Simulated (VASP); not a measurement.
A run of VASP 6.6.1 is set up as follows.

File INCAR:

```
SYSTEM = KF
ALGO = Normal
EDIFF = 1E-6
ENCUT = 520
ISIF = 2
ISMEAR = 0
LASPH = .TRUE.
LCHARG = .FALSE.
LREAL = .FALSE.
LWAVE = .FALSE.
NBANDS = 15
NELM = 100
PREC = Accurate
SIGMA = 0.05
```

KPOINTS

```
k-points
0
G
  8 8 8
  0 0 0
```

POSCAR

```
KF
1.0
    0.1360885837      2.5807936793      2.5807936793
    2.5807936793      0.1360885837      2.5807936793
    2.5807936793      2.5807936793      0.1360885837
K F
1 1
Direct
    0.0000000000      0.0000000000      0.0000000000
    0.5000000000      0.5000000000      0.5000000000
```

Potentials or basis: VASP PAW LDA potentials, release 64 (K_sv, F).

Command:

```console
$ cat potpaw_LDA.64/K_sv/POTCAR potpaw_LDA.64/F/POTCAR > POTCAR
$ mpirun -np 1 vasp_std > vasp.out
```

Question: What does it give for the band gap on the k mesh?

Answer: 6.79 eV, indirect (the least direct gap lies 2.3 meV higher).

Question: Predict the pressure.

Answer: 4.6 GPa.

Stress tensor (GPa, compression positive):
```
 4.62 -0.70 -0.70
-0.70  4.62 -0.70
-0.70 -0.70  4.62
```

A k mesh can miss the band edges. A hybrid or GW would open this gap; LDA tends to underestimate it.
